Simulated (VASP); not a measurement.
# Rh (P6/mmm) in VASP: single point with PBEsol

Aim: the single point of Rh with PBEsol.

Everything below comes from runs of VASP 6.6.1. Logs are shortened: lines on timing, memory, paths and dates and some standing lists are left out, and cuts for length are marked.

## (1) The cell of the first run

It takes space group P6/mmm (No. 191, hexagonal). The conventional cell has a = 4.276 Å, b = 4.276 Å, c = 2.622 Å, α = 90.00°, β = 90.00°, γ = 120.00°. Rh (site symmetry 6/mmm) has 14 Rh at 2.62 to 2.80 Å within 3.5 Å. Rh (site symmetry -6m2) has 11 Rh at 2.47 to 2.80 Å within 3.3 Å.

## (2) Single point, PBEsol

INCAR

```
PREC     = Accurate       # precision mode
ENCUT    = 520            # plane-wave cutoff, eV
EDIFF    = 1E-7           # SCF threshold, eV
ISMEAR   = -1             # smearing method
SIGMA    = 0.08           # smearing width, eV
LREAL    = False          # projectors in reciprocal space
LASPH    = True           # aspherical terms in the spheres
NELM     = 100            # most SCF steps
ALGO     = Normal         # electronic algorithm
ISIF     = 2              # what is computed and relaxed
LWAVE    = False          # write WAVECAR
LCHARG   = False          # write CHGCAR
GGA      = PS             # functional
NBANDS   = 30             # bands
```

KPOINTS

```
Automatic mesh
0
Gamma
  9 9 12
```

POSCAR

```
Rh
1.0
    4.2761526802      0.0000000000      0.0000000000
   -2.1380763401      3.7032568515      0.0000000000
    0.0000000000      0.0000000000      2.6219808034
Rh
3
Direct
    0.0000000000      0.0000000000      0.0000000000
    0.3333333333      0.6666666667      0.5000000000
    0.6666666667      0.3333333333      0.5000000000
```

Potentials or basis: VASP PAW PBE potentials, release 64 (Rh_pv).

Command:

```sh
> cat potpaw_PBE.64/Rh_pv/POTCAR > POTCAR
> mpirun -np 1 vasp_std > vasp.out
```

OUTCAR:

```text
PREC = Accurate
   ENCUT = 520
   EDIFF = 1E-7
   ISMEAR = -1
   LREAL = False
   LASPH = True
   NELM = 100
   ISIF = 2
   GGA = PS

 ion  position               nearest neighbor table
   1  0.000  0.000  0.000-   2 2.80   3 2.80   2 2.80   3 2.80   2 2.80   2 2.80   3 2.80   3 2.80
                             3 2.80   3 2.80   2 2.80   2 2.80
   2  0.333  0.667  0.500-   3 2.47   3 2.47   3 2.47   1 2.80   1 2.80   1 2.80   1 2.80   1 2.80
                             1 2.80
   3  0.667  0.333  0.500-   2 2.47   2 2.47   2 2.47   1 2.80   1 2.80   1 2.80   1 2.80   1 2.80
                             1 2.80

  LATTYP: Found a hexagonal cell.
 ALAT       =     4.2761526802
 C/A-ratio  =     0.6131635139

  Lattice vectors:

 A1 = (   4.2761526802,   0.0000000000,   0.0000000000)
 A2 = (  -2.1380763401,   3.7032568515,   0.0000000000)
 A3 = (   0.0000000000,   0.0000000000,   2.6219808034)

Analysis of symmetry for initial positions (statically):
=====================================================================
 Subroutine PRICEL returns:
 Original cell was already a primitive cell.

 Routine SETGRP: Setting up the symmetry group for a
 hexagonal supercell.

 Subroutine GETGRP returns: Found 24 space group operations
 (whereof 24 operations were pure point group operations)
 out of a pool of 24 trial point group operations.

The static configuration has the point symmetry D_6h.

Analysis of symmetry for dynamics (positions and initial velocities):
=====================================================================
 Subroutine PRICEL returns:
 Original cell was already a primitive cell.

 Routine SETGRP: Setting up the symmetry group for a
 hexagonal supercell.

 Subroutine GETGRP returns: Found 24 space group operations
 (whereof 24 operations were pure point group operations)
 out of a pool of 24 trial point group operations.

The dynamic configuration has the point symmetry D_6h.

 Subroutine INISYM returns: Found 24 space group operations
 (whereof 24 operations are pure point group operations),
 and found     1 'primitive' translations

----------------------------------------------------------------------------------------

                                     Primitive cell

  volume of cell :      41.5209

  direct lattice vectors                    reciprocal lattice vectors
     4.276152680  0.000000000  0.000000000     0.233855074  0.135016290  0.000000000
    -2.138076340  3.703256851  0.000000000     0.000000000  0.270032579  0.000000000
     0.000000000  0.000000000  2.621980803     0.000000000  0.000000000  0.381391046

  length of vectors
     4.276152680  4.276152680  2.621980803     0.270032579  0.270032579  0.381391046

  position of ions in fractional coordinates (direct lattice)
     0.000000000  0.000000000  0.000000000
     0.333333333  0.666666667  0.500000000
     0.666666667  0.333333333  0.500000000

  ion indices of the primitive-cell ions
   primitive index   ion index
                 1           1
                 2           2
                 3           3

----------------------------------------------------------------------------------------

 KPOINTS: Automatic mesh

Automatic generation of k-mesh.
 Grid dimensions read from file:
 generate k-points for:    9    9   12

 Generating k-lattice:

  Cartesian coordinates                     Fractional coordinates (reciprocal lattice)
     0.025983897  0.015001810  0.000000000     0.111111111 -0.000000000  0.000000000
     0.000000000  0.030003620  0.000000000     0.000000000  0.111111111  0.000000000
     0.000000000  0.000000000  0.031782587     0.000000000  0.000000000  0.083333333

  Length of vectors
     0.030003620  0.030003620  0.031782587

  Shift w.r.t. Gamma in fractional coordinates (k-lattice)
     0.000000000  0.000000000  0.000000000

 Subroutine IBZKPT returns following result:
 ===========================================

 Found     84 irreducible k-points:

 Following reciprocal coordinates:
            Coordinates               Weight
  0.000000  0.000000  0.000000      1.000000
  0.111111 -0.000000  0.000000      6.000000
  0.222222 -0.000000  0.000000      6.000000
  0.333333 -0.000000  0.000000      6.000000
  0.444444 -0.000000  0.000000      6.000000
  0.111111  0.111111  0.000000      6.000000
[... 16 lines left out ...]
  0.333333  0.222222  0.083333     24.000000
  0.333333  0.333333  0.083333      4.000000
 [... further k-points ...]
   k-points           NKPTS =     84   k-points in BZ     NKDIM =     84   number of bands    NBANDS=     30
   number of dos      NEDOS =    301   number of ions     NIONS =      3
   total plane-waves  NPLWV =  20480
   dimension x,y,z NGX =    32 NGY =   32 NGZ =   20
   dimension x,y,z NGXF=    64 NGYF=   64 NGZF=   40
   ions per type =               3
   NGX,Y,Z   is equivalent  to a cutoff of  12.44, 12.44, 12.68 a.u.
   NGXF,Y,Z  is equivalent  to a cutoff of  24.88, 24.88, 25.36 a.u.
 SYSTEM =  unknown system
   PREC   = accura    normal or accurate (medium, high low for compatibility)
   ISTART =      0    job   : 0-new  1-cont  2-samecut
   ICHARG =      2    charge: 1-file 2-atom 10-const
   ISPIN  =      1    spin polarized calculation?
   LNONCOLLINEAR =      F non collinear calculations
   LSORBIT =      F    spin-orbit coupling
   LASPH  =      T    aspherical Exc in radial PAW
   ENCUT  =  520.0 eV  38.22 Ry    6.18 a.u.   7.95  7.95  4.88*2*pi/ulx,y,z
   NELM   =    100;   NELMIN=  2; NELMDL= -5     # of ELM steps
   EDIFF  = 0.1E-06   stopping-criterion for ELM
   LREAL  =      F    real-space projection
   EDIFFG = 0.1E-05   stopping-criterion for IOM
   NSW    =      0    number of steps for IOM
   IBRION =     -1    ionic relax: 0-MD 1-quasi-New 2-CG
   NFREE  =      0    steps in history (QN), initial steepest desc. (CG)
   ISIF   =      2    stress and relaxation
   ISYM   =      2    0-nonsym 1-usesym 2-fastsym
   POTIM  = 0.5000    time-step for ionic-motion
   TEBEG  =    0.0;   TEEND  =   0.0 temperature during run
   PSTRESS=    0.0 pullay stress
   NELECT =      45.0000    total number of electrons
   NUPDOWN=      -1.0000    fix difference up-down
   EMIN   =  10.00;   EMAX   =-10.00  energy-range for DOS
   EFERMI =   0.00;   METHOD = LEGACY
   ISMEAR =    -1;   SIGMA  =   0.08  broadening in eV -4-tet -1-fermi 0-gaus
   EFERMI_NEDOS =   21; number of points for ismear=-14 and -15
   IALGO  =     38    algorithm
   IMIX   =      4    mixing-type and parameters
     AMIX     =   0.40;   BMIX     =  1.00
     AMIX_MAG =   1.60;   BMIX_MAG =  1.00
  volume/ion in A,a.u.               =      13.84        93.40
  Fermi-wavevector in a.u.,A,eV,Ry     =   1.681603  3.177769 38.474403  2.827789
  Thomas-Fermi vector in A             =   2.765131
   LORBIT       =      0    0 simple, 1 ext, 2 COOP (PROOUT), +10 PAW based schemes
   GGA     = PS    functional components
   LHFCALC =     F    Hartree Fock is set to
   AEXX    =    0.0000 exact exchange contribution
   IVDW    =     0    specifies the selected vdW correction
   LEPSILON=     F    determine dielectric tensor
   LRPA    =     F    only Hartree local field effects (RPA)
 non-spin polarized calculation
  energy-cutoff  :      520.00
  volume of cell :       41.52
 maximum number of plane-waves:      1140
 NGX is ok and might be reduce to    32
   NGX = 15   NGY = 15   NGZ =  9

 number of electron      44.9999997 magnetization

 Free energy of the ion-electron system (eV)
  ---------------------------------------------------
  ext. energy  EPLUGINS =         0.00000000
  ---------------------------------------------------
  free energy    TOTEN  =       -23.72373432 eV

  energy without entropy =      -23.60568261  energy(sigma->0) =      -23.66470847

 E-fermi :  11.6759     XC(G=0): -14.1569

 val. band max:       11.6684037985   @ k =   0.4444   0.1111   0.5000
 cond. band min:      11.6835945996   @ k =   0.3333   0.3333   0.1667
 fundamental gap:      0.0151908011
 Fermi energy:        11.6759150149

 k-point     1 :       0.0000    0.0000    0.0000
  band No.  band energies     occupation
      1     -35.3927      2.00000
      2     -35.3927      2.00000
      3     -34.9980      2.00000
      4     -34.9980      2.00000
      5     -34.7526      2.00000
      6     -34.6253      2.00000
[... 22 lines left out ...]
     29      20.1914      0.00000
     30      20.9019      0.00000

 k-point     2 :       0.1111   -0.0000    0.0000
  band No.  band energies     occupation
      1     -35.4099      2.00000
      2     -35.3906      2.00000
      3     -34.9742      2.00000
      4     -34.9714      2.00000
      5     -34.7473      2.00000
      6     -34.6550      2.00000
[... 22 lines left out ...]
     29      21.7421      0.00000
     30      22.0382      0.00000

 k-point     3 :       0.2222   -0.0000    0.0000
  band No.  band energies     occupation
      1     -35.4474      2.00000
      2     -35.3723      2.00000
      3     -34.9171      2.00000
      4     -34.9139      2.00000
      5     -34.7331      2.00000
      6     -34.7329      2.00000
[... 22 lines left out ...]
     29      22.9757      0.00000
     30      23.8496      0.00000

 k-point     4 :       0.3333   -0.0000    0.0000
  band No.  band energies     occupation
      1     -35.4833      2.00000
      2     -35.3243      2.00000
      3     -34.9042      2.00000
      4     -34.8485      2.00000
      5     -34.7934      2.00000
      6     -34.7140      2.00000
[... 616 lines left out ...]
     29      23.2690      0.00000
     30      27.0321      0.00000

 k-point    23 :       0.3333    0.2222    0.0833
  band No.  band energies     occupation
      1     -35.4704      2.00000
      2     -35.2466      2.00000
      3     -35.0700      2.00000
      4     -34.7688      2.00000
      5     -34.7599      2.00000
      6     -34.7244      2.00000
[... 22 lines left out ...]
     29      25.0213      0.00000
     30      26.9381      0.00000

 k-point    24 :       0.3333    0.3333    0.0833
  band No.  band energies     occupation
      1     -35.4636      2.00000
      2     -35.1719      2.00000
      3     -35.1719      2.00000
      4     -34.7503      2.00000
      5     -34.7503      2.00000
      6     -34.7231      2.00000
[... 22 lines left out ...]
     29      25.3252      0.00000
     30      25.3252      0.00000

 [... further k-points ...]

------------------------ aborting loop because EDIFF is reached ----------------------------------------

  FORCE on cell =-STRESS in cart. coord.  units (eV):
  Direction    XX          YY          ZZ          XY          YZ          ZX
  --------------------------------------------------------------------------------------
  -------------------------------------------------------------------------------------
  Total        0.2255480      0.2255480      0.2046153      0.0000000      0.0000000      0.0000000
  in kB        8.7032811      8.7032811      7.8955453      0.0000000      0.0000000      0.0000000
  external PRESSURE =       8.4340359 kB  Pullay stress =       0.0000000 kB

 VOLUME and BASIS-vectors are now :
 -----------------------------------------------------------------------------
  energy-cutoff  :      520.00
  volume of cell :       41.52
      direct lattice vectors                 reciprocal lattice vectors
     4.276152680  0.000000000  0.000000000     0.233855074  0.135016290  0.000000000
    -2.138076340  3.703256851  0.000000000     0.000000000  0.270032579  0.000000000
     0.000000000  0.000000000  2.621980803     0.000000000  0.000000000  0.381391046

 POSITION                                       TOTAL-FORCE (eV/Angst)
 -----------------------------------------------------------------------------------
      0.00000      0.00000      0.00000         0.000000      0.000000      0.000000
     -0.00000      2.46884      1.31099        -0.000000      0.000000      0.000000
      2.13808      1.23442      1.31099         0.000000      0.000000      0.000000
 -----------------------------------------------------------------------------------
    total drift:                               -0.000000      0.000000      0.000000

  FREE ENERGIE OF THE ION-ELECTRON SYSTEM (eV)
  ---------------------------------------------------
  free  energy   TOTEN  =       -23.7237343223 eV

  energy  without entropy=      -23.6056826138  energy(sigma->0) =      -23.66470847
```

Wall time 29 s (1 thread of Intel Xeon 6975P-C (Granite Rapids), shared host); peak memory 0.2 GiB.

Results:

| Property | Result |
| --- | --- |
| Free energy | -23.7237 eV |
| Pressure | 0.8 GPa |

Caveat: the PAW data sets were made with another functional, which shifts forces and pressure a little.
